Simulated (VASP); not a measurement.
Crystal: TeAs2.

```
CELL_PARAMETERS angstrom
-3.55645 3.55645 2.94052
3.55645 -3.55645 2.94052
3.55645 3.55645 -2.94052
ATOMIC_POSITIONS crystal
Te 0.75000 0.25000 0.50000
Te 0.00000 0.00000 0.00000
As 0.37500 0.62500 0.25000
As 0.37500 0.12500 0.75000
As 0.37500 0.62500 0.75000
As 0.87500 0.62500 0.25000
```

Program: VASP 6.6.1. Alike in all runs: task single point; no spin polarisation; cell as given; cutoff (eV) 520; smearing gaussian 0.1 eV.

Problem. Order these runs on this cell by their pressure, lowest first.
A. level LDA; potentials or basis VASP PAW LDA potentials, release 64 (Te, As); k mesh 8 × 8 × 8
B. level PBE; potentials or basis VASP PAW PBE potentials, release 64 (Te, As); k mesh 4 × 4 × 4
C. level PBE; potentials or basis VASP PAW PBE potentials, release 64 (Te, As); k mesh 1 × 1 × 1

Solution. C (-15.3 GPa), A (-4.9 GPa), B (-1.4 GPa).

Caveats: some runs use coarse meshes.
